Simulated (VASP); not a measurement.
# Sn8O16F (a cell with a defect) (F interstitial hop between voids) in VASP: notebook, part 2 of 2

VASP 6.6.1.

## 3. Single point, PBE

The input, INCAR:

```
SYSTEM = Sn8O16F
PREC = Accurate ; ENCUT = 520
EDIFF = 1E-6 ; ISMEAR = -1
SIGMA = 0.01 ; LREAL = Auto
LASPH = .True. ; NELM = 60
ALGO = Normal ; ISIF = 2
LWAVE = .False. ; LCHARG = .False.
GGA = PE ; NELECT = 216.0
NBANDS = 126
```

The input, KPOINTS:

```
Automatic mesh
0
Gamma
  1 1 1
  0 0 0
```

The input, POSCAR:

```
Sn8O16F
1.0
    4.8274600300      4.8274600300      0.0000000000
   -4.8274600300      4.8274600300      0.0000000000
    0.0000000000      0.0000000000      6.4759066800
Sn O F
8 16 1
Direct
    0.0016184494      0.5061680438      0.2508717436
    0.4911479298     -0.0091725255      0.2523586396
    0.0006369809     -0.0019716372     -0.0012300980
    0.4904719014      0.4883958615     -0.0114510606
   -0.0062215948      0.4994248497      0.7533613811
    0.4922382547      0.0089868170      0.7562883843
   -0.0113994729      0.0042723295      0.4995297431
    0.5052125724      0.4971516046      0.4940299726
   -0.0129428311      0.8139085514      0.2549335686
    0.4891709067      0.3007917188      0.2459820808
    0.0077322235      0.1969603050      0.2457621888
    0.5056262475      0.6828007854      0.2480233393
    0.3027353911     -0.0700708028      0.0126087364
    0.8017877882      0.4965278811      0.0048933688
    0.1799075486      0.5551031978      0.0051058487
    0.6876715663      0.0063793382      0.0044764388
   -0.0120814051      0.8091452805      0.7464284522
    0.5846425413      0.3102684415      0.7222827986
   -0.0290848602      0.1917124107      0.7470729952
    0.4916891047      0.6912134910      0.7450411562
    0.2984831549      0.0090682263      0.5062826199
    0.8149216100      0.5170560677      0.4938826574
    0.1953056046      0.4876719818      0.5063743445
    0.6828183930     -0.0138548014      0.4973630967
    0.2969567829      0.2503268784     -0.1068976182
```

Potentials or basis: VASP PAW PBE potentials, release 64 (Sn_d, O, F).

Run with:

```console
cat potpaw_PBE.64/Sn_d/POTCAR potpaw_PBE.64/O/POTCAR potpaw_PBE.64/F/POTCAR > POTCAR
mpirun -np 1 vasp_gam > vasp.out
```

OUTCAR:

```text
SYSTEM = Sn8O16F
   PREC = Accurate
   ENCUT = 520
   EDIFF = 1E-6
   ISMEAR = -1
   LREAL = Auto
   LASPH = .True.
   NELM = 60
   ISIF = 2
   GGA = PE
   NELECT = 216.0

 ion  position               nearest neighbor table
   1  0.002  0.506  0.251-  22 2.03  15 2.03  14 2.10   9 2.10  11 2.11  23 2.12   5 3.22   5 3.25
                             3 3.73   8 3.74   4 3.75
   2  0.491  0.991  0.252-  24 2.06  13 2.06  16 2.09  12 2.11  21 2.11  10 2.12   6 3.21   6 3.27
                             8 3.72   3 3.73   7 3.76
   3  0.001  0.998  0.999-   9 2.08  17 2.08  11 2.10  19 2.11  13 2.12  16 2.14  25 2.74   7 3.23
                             7 3.24   6 3.71   2 3.73   1 3.73   5 3.76
   4  0.490  0.488  0.989-  20 2.10  10 2.10  14 2.13  12 2.14  15 2.17  25 2.18  18 2.21   8 3.20
                             8 3.28   6 3.60   5 3.72   1 3.75
   5  0.994  0.499  0.753-  22 2.08  14 2.09  15 2.10  19 2.11  23 2.11  17 2.12  25 2.83   1 3.22
                             1 3.25   4 3.72   8 3.73   3 3.76
   6  0.492  0.009  0.756-  16 2.09  21 2.09  24 2.13  18 2.16  20 2.17  13 2.17  25 2.30   2 3.21
                             2 3.27   4 3.60   3 3.71   8 3.74
   7  0.989  0.004  0.500-   9 2.05  19 2.05  17 2.08  24 2.09  11 2.11  21 2.12   3 3.23   3 3.24
                             2 3.76
   8  0.505  0.497  0.494-  18 2.03  12 2.04  10 2.10  20 2.10  23 2.12  22 2.12   4 3.20   4 3.28
                             2 3.72   5 3.73   1 3.74   6 3.74
   9  0.987  0.814  0.255-   7 2.05   3 2.08   1 2.10
  10  0.489  0.301  0.246-   8 2.10   4 2.10   2 2.12
  11  0.008  0.197  0.246-   3 2.10   7 2.11   1 2.11
  12  0.506  0.683  0.248-   8 2.04   2 2.11   4 2.14
  13  0.303  0.930  0.013-   2 2.06   3 2.12   6 2.17
  14  0.802  0.497  0.005-   5 2.09   1 2.10   4 2.13
[... 8 lines left out ...]
  23  0.195  0.488  0.506-   5 2.11   8 2.12   1 2.12
  24  0.683  0.986  0.497-   2 2.06   7 2.09   6 2.13
  25  0.297  0.250  0.893-   4 2.18   6 2.30   3 2.74   5 2.83

  LATTYP: Found a simple tetragonal cell.
 ALAT       =     6.8270594462
 C/A-ratio  =     0.9485645659

  Lattice vectors:

 A1 = (   4.8274600300,   4.8274600300,   0.0000000000)
 A2 = (  -4.8274600300,   4.8274600300,   0.0000000000)
 A3 = (   0.0000000000,   0.0000000000,   6.4759066800)

Analysis of symmetry for initial positions (statically):
=====================================================================
 Subroutine PRICEL returns:
 Original cell was already a primitive cell.

 Routine SETGRP: Setting up the symmetry group for a
 simple tetragonal supercell.

 Subroutine GETGRP returns: Found  1 space group operations
 (whereof  1 operations were pure point group operations)
 out of a pool of 16 trial point group operations.

The static configuration has the point symmetry C_1 .

Analysis of symmetry for dynamics (positions and initial velocities):
=====================================================================
 Subroutine PRICEL returns:
 Original cell was already a primitive cell.

 Routine SETGRP: Setting up the symmetry group for a
 simple tetragonal supercell.

 Subroutine GETGRP returns: Found  1 space group operations
 (whereof  1 operations were pure point group operations)
 out of a pool of 16 trial point group operations.

The dynamic configuration has the point symmetry C_1 .

 Subroutine INISYM returns: Found  1 space group operations
 (whereof  1 operations are pure point group operations),
 and found     1 'primitive' translations

[... 95 lines left out ...]
 Following reciprocal coordinates:
            Coordinates               Weight
  0.000000  0.000000  0.000000      1.000000
   k-points           NKPTS =      1   k-points in BZ     NKDIM =      1   number of bands    NBANDS=    126
   number of dos      NEDOS =    301   number of ions     NIONS =     25
   total plane-waves  NPLWV = 139968
   dimension x,y,z NGX =    54 NGY =   54 NGZ =   48
   dimension x,y,z NGXF=   108 NGYF=  108 NGZF=   96
   ions per type =               8  16   1
   NGX,Y,Z   is equivalent  to a cutoff of  13.15, 13.15, 12.32 a.u.
   NGXF,Y,Z  is equivalent  to a cutoff of  26.30, 26.30, 24.64 a.u.
 SYSTEM =  Sn8O16F
   PREC   = accura    normal or accurate (medium, high low for compatibility)
   ISTART =      0    job   : 0-new  1-cont  2-samecut
   ICHARG =      2    charge: 1-file 2-atom 10-const
   ISPIN  =      1    spin polarized calculation?
   LNONCOLLINEAR =      F non collinear calculations
   LSORBIT =      F    spin-orbit coupling
   LASPH  =      T    aspherical Exc in radial PAW
   ENCUT  =  520.0 eV  38.22 Ry    6.18 a.u.  12.69 12.69 12.04*2*pi/ulx,y,z
   NELM   =     60;   NELMIN=  2; NELMDL= -5     # of ELM steps
   EDIFF  = 0.1E-05   stopping-criterion for ELM
   LREAL  =      T    real-space projection
   EDIFFG = 0.1E-04   stopping-criterion for IOM
   NSW    =      0    number of steps for IOM
   IBRION =     -1    ionic relax: 0-MD 1-quasi-New 2-CG
   NFREE  =      0    steps in history (QN), initial steepest desc. (CG)
   ISIF   =      2    stress and relaxation
   ISYM   =      2    0-nonsym 1-usesym 2-fastsym
   POTIM  = 0.5000    time-step for ionic-motion
   TEBEG  =    0.0;   TEEND  =   0.0 temperature during run
   PSTRESS=    0.0 pullay stress
   NELECT =     216.0000    total number of electrons
   NUPDOWN=      -1.0000    fix difference up-down
   EMIN   =  10.00;   EMAX   =-10.00  energy-range for DOS
   EFERMI =   0.00;   METHOD = LEGACY
   ISMEAR =    -1;   SIGMA  =   0.01  broadening in eV -4-tet -1-fermi 0-gaus
   EFERMI_NEDOS =   21; number of points for ismear=-14 and -15
   IALGO  =     38    algorithm
   IMIX   =      4    mixing-type and parameters
     AMIX     =   0.40;   BMIX     =  1.00
     AMIX_MAG =   1.60;   BMIX_MAG =  1.00
  volume/ion in A,a.u.               =      12.07        81.48
  Fermi-wavevector in a.u.,A,eV,Ry     =   1.464323  2.767168 29.174165  2.144241
  Thomas-Fermi vector in A             =   2.580312
   LORBIT       =      0    0 simple, 1 ext, 2 COOP (PROOUT), +10 PAW based schemes
   GGA     = PE    functional components
   LHFCALC =     F    Hartree Fock is set to
   AEXX    =    0.0000 exact exchange contribution
   IVDW    =     0    specifies the selected vdW correction
   LEPSILON=     F    determine dielectric tensor
   LRPA    =     F    only Hartree local field effects (RPA)
 non-spin polarized calculation
  energy-cutoff  :      520.00
  volume of cell :      301.83
 maximum number of plane-waves:      4061
 NGX is ok and might be reduce to    50
   NGX = 25   NGY = 25   NGZ = 25

 number of electron     216.0000061 magnetization

 Free energy of the ion-electron system (eV)
  ---------------------------------------------------
  ext. energy  EPLUGINS =         0.00000000
  ---------------------------------------------------
  free energy    TOTEN  =      -140.87288642 eV

  energy without entropy =     -140.87288642  energy(sigma->0) =     -140.87288642

 E-fermi :   6.2205     XC(G=0): -11.1886

 val. band max:        5.9610778829   @ k =   0.0000   0.0000   0.0000
 cond. band min:       6.5298668047   @ k =   0.0000   0.0000   0.0000
 fundamental gap:      0.5687889218
 Fermi energy:         6.2204965295

 k-point     1 :       0.0000    0.0000    0.0000
  band No.  band energies     occupation
      1     -16.1975      2.00000
      2     -15.3533      2.00000
      3     -15.2679      2.00000
      4     -15.2102      2.00000
      5     -15.1747      2.00000
      6     -15.0920      2.00000
[... 112 lines left out ...]
    119      12.8860      0.00000
    120      13.0503      0.00000
 [bands above 120 left out]

------------------------ aborting loop because EDIFF is reached ----------------------------------------

  FORCE on cell =-STRESS in cart. coord.  units (eV):
  Direction    XX          YY          ZZ          XY          YZ          ZX
  --------------------------------------------------------------------------------------
  -------------------------------------------------------------------------------------
  Total       17.7162898     17.7212836     13.4570018     -0.1643140     -2.2361779     -0.4882375
  in kB       94.0406033     94.0671116     71.4316929     -0.8722021    -11.8699523     -2.5916346
  external PRESSURE =      86.5131359 kB  Pullay stress =       0.0000000 kB

 VOLUME and BASIS-vectors are now :
 -----------------------------------------------------------------------------
  energy-cutoff  :      520.00
  volume of cell :      301.83
      direct lattice vectors                 reciprocal lattice vectors
     4.827460030  4.827460030  0.000000000     0.103574136  0.103574136  0.000000000
    -4.827460030  4.827460030  0.000000000    -0.103574136  0.103574136  0.000000000
     0.000000000  0.000000000  6.475906680     0.000000000  0.000000000  0.154418532

 POSITION                                       TOTAL-FORCE (eV/Angst)
 -----------------------------------------------------------------------------------
     -2.43569      2.45132      1.62462        -0.001258      0.005303      0.006570
     -2.41218      7.15418      1.63425        -0.001900      0.007011      0.011382
     -4.81487      4.82102      6.46794        -0.008032     -0.005094     -0.010645
      0.01002      4.72545      6.40175        -0.012608      0.041429      0.018231
      2.38647      7.20838      4.87870        -0.001706     -0.004479     -0.002013
      2.33288      2.41964      4.89765         0.024305      0.000740      0.001261
[... 17 lines left out ...]
     -1.46430      8.05686      3.22088         0.011681      0.007714     -0.001473
      0.22510      2.64199      5.78365        -0.011354     -0.050201     -0.007152
 -----------------------------------------------------------------------------------
    total drift:                                0.011346      0.016516      0.013542

  FREE ENERGIE OF THE ION-ELECTRON SYSTEM (eV)
  ---------------------------------------------------
  free  energy   TOTEN  =      -140.8728864168 eV

  energy  without entropy=     -140.8728864168  energy(sigma->0) =     -140.87288642
```

Run time: 2 min. Hardware: 1 thread of AMD EPYC 7R13, shared host; peak memory 0.31 GiB.

Results:

```yaml
Free_energy: -140.8729 eV
Largest_force: 0.052 eV/Å
```

Forces on the atoms (eV/Å):
```
Sn  -0.001  0.005  0.007
Sn  -0.002  0.007  0.011
Sn  -0.008 -0.005 -0.011
Sn  -0.013  0.041  0.018
Sn  -0.002 -0.004 -0.002
Sn   0.024  0.001  0.001
Sn   0.002 -0.001 -0.003
Sn  -0.004  0.006 -0.010
O    0.012 -0.017  0.003
O    0.011 -0.017 -0.001
O   -0.015  0.020  0.002
O   -0.010  0.012 -0.012
O   -0.003 -0.026 -0.017
O   -0.019 -0.021  0.006
O    0.019  0.037 -0.004
O    0.014  0.018  0.005
O    0.017 -0.021 -0.004
O    0.035 -0.011  0.019
O   -0.016  0.015  0.004
O   -0.025  0.018 -0.002
O   -0.018 -0.013 -0.002
O   -0.021 -0.014 -0.001
O    0.020  0.011  0.001
O    0.012  0.008 -0.001
F   -0.011 -0.050 -0.007
```

Levels at points of the mesh, in eV from the Fermi level:
```
           k point  band 106  band 107  band 108  band 109  band 110  band 111
(0.00, 0.00, 0.00)     -0.50     -0.30     -0.26      0.31      3.63      3.68
```

Caveat: the k points lie up to 0.97 Å⁻¹ apart; the cell carries a net charge on a neutralising background, which shifts energy and pressure; the cell is charged against a uniform background, so pressure and absolute levels hang on convention; spin-orbit coupling is left out, which moves the levels of the heavy elements.

## 4. Single point, PBE, collinear spin

The input, INCAR:

```
PREC = Accurate
ENCUT = 520
EDIFF = 1E-6
ISMEAR = -1
SIGMA = 0.01
LREAL = Auto
LASPH = True
NELM = 150
ALGO = Normal
ISIF = 2
LWAVE = False
LCHARG = False
ISPIN = 2
MAGMOM = 0 0 0 0 0 0 0 0 0 0.27 0.01 0 0.06 0 0.4 0 0.04 0 0.01 0 0 0.02 0 0.02 0.23
LORBIT = 11
NUPDOWN = 1.0
GGA = PE
NBANDS = 130
```

The input, KPOINTS:

```
regular mesh
0
Gamma
  1 1 1
```

The input, POSCAR:

```
Sn8O16F
1.0
    4.8274600300      4.8274600300      0.0000000000
   -4.8274600300      4.8274600300      0.0000000000
    0.0000000000      0.0000000000      6.4759066800
Sn O F
8 16 1
Direct
    0.0036631065      0.5060535944      0.2406144926
    0.4947780997     -0.0098669900      0.2435487535
   -0.0039200739     -0.0045585049     -0.0072624580
    0.4964764048      0.4987177491     -0.0045541113
   -0.0008385362      0.5064870522      0.7421989287
    0.4938555649     -0.0091255028      0.7445774373
   -0.0074543341      0.0057830619      0.4967690486
    0.5029952573      0.4930979201      0.5007297295
   -0.0016105778      0.8138002129      0.2488920980
    0.5763224310      0.2976922628      0.2547459501
   -0.0496308615      0.1980053681      0.2424630369
    0.4913625354      0.6805802595      0.2496305274
    0.3032302683     -0.0376668059     -0.0101863729
    0.8055894768      0.5044377343     -0.0084212146
    0.1884994375      0.5524173133     -0.0169256608
    0.6875195195     -0.0114352060     -0.0068623595
   -0.0116661763      0.8128674242      0.7389399256
    0.4888701274      0.3008542776      0.7521556812
    0.0065438139      0.1968498950      0.7496835949
    0.5060658161      0.6858075426      0.7425457527
    0.3017463616      0.0049126248      0.4927520049
    0.8105174306      0.5066595031      0.4950383257
    0.1946104150      0.4957994442      0.4944410348
    0.6858432756     -0.0114238129      0.4978139988
    0.2769312416      0.2707810094      0.1855190415
```

Run with:

```console
cat potpaw_PBE.64/Sn_d/POTCAR potpaw_PBE.64/O/POTCAR potpaw_PBE.64/F/POTCAR > POTCAR
mpirun -np 1 vasp_gam > vasp.out
```

It took 3.6 min on 1 thread of AMD EPYC 7R13, shared host; peak memory 0.43 GiB.

Results (log left out):

```yaml
Free_energy: -147.1651 eV
Pressure: 1.8 GPa
Largest_force: 0.281 eV/Å
Net_moment: 1.00 μB per cell
Site_moments: Sn -0.01, -0.00, +0.00; O -0.00, +0.43, +0.24, +0.00, +0.01; F +0.26 μB
Valence_electrons_inside_the_program's_atomic_spheres: Sn 12.16, 12.20, 12.27, 12.25, 12.23; O 5.06, 4.93, 4.98, 5.05, 5.04, 5.07; F 6.04
```

Forces in eV/Å, atoms in the order of the input:
```
Sn  -0.027  0.030 -0.011
Sn  -0.010 -0.019 -0.027
Sn  -0.002 -0.008 -0.028
Sn  -0.025  0.005 -0.018
Sn  -0.007  0.011  0.004
Sn   0.020  0.017 -0.015
Sn   0.003 -0.022  0.001
Sn  -0.020  0.019  0.001
O    0.010  0.024 -0.011
O    0.034  0.055 -0.040
O   -0.058 -0.008 -0.020
O   -0.015  0.005 -0.003
O   -0.030 -0.024 -0.026
O   -0.033  0.010 -0.001
O    0.094 -0.014  0.034
O    0.013  0.013 -0.005
O    0.010 -0.032 -0.009
O    0.013 -0.033 -0.002
O   -0.018  0.018 -0.011
O   -0.014  0.033 -0.014
O   -0.020 -0.025 -0.014
O    0.007 -0.007 -0.010
O    0.004  0.040  0.007
O   -0.015  0.022 -0.027
F    0.087 -0.107  0.244
```

Stress tensor (GPa, compression positive):
```
 1.74 -1.97  0.43
-1.97  2.23  0.42
 0.43  0.42  1.35
```

Caveat: the k points lie up to 0.97 Å⁻¹ apart; spin-orbit coupling is left out, which moves the levels of the heavy elements; the total moment is fixed, so each spin has its own Fermi level.
